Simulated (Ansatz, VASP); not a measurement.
# Two plane-wave programs on Co

```
Co
1.0
     2.40745    0.00000    0.00000
    -1.20372    2.08491    0.00000
     0.00000    0.00000    3.88695
Co
2
Direct
  0.33333 0.66667 0.25000
  0.66667 0.33333 0.75000
```

Alike in both runs: task single point; functional revPBE; k mesh 23 × 23 × 13; occupations fermi-dirac, width 0.05 eV; collinear spin.

|  | VASP | Ansatz |
| --- | --- | --- |
| version | VASP 6.6.1 | Ansatz 0.2.0 |
| potentials or method | VASP PAW PBE potentials, release 64 (Co), cutoff 520 eV | plane waves (420 eV) with PAW, scalar-relativistic |
| valence electrons in the cell | 18 | 34 |

Ansatz gave:

| Property | Result |
| --- | --- |
| net moment per atom (μB) | 1.54 |
| size of the moment on the site where the two differ most (μB) | 1.61 |

Estimate VASP's values.

net moment per atom (μB): 1.54; size of the moment on the site where the two differ most (μB): 1.54.

VASP's potentials were made for PBE, not for revPBE. Site moments also hang on the region over which each program counts them. VASP's potentials hold 18 valence electrons a cell and Ansatz's 34, so a difference there can come from the potentials and not from the codes.
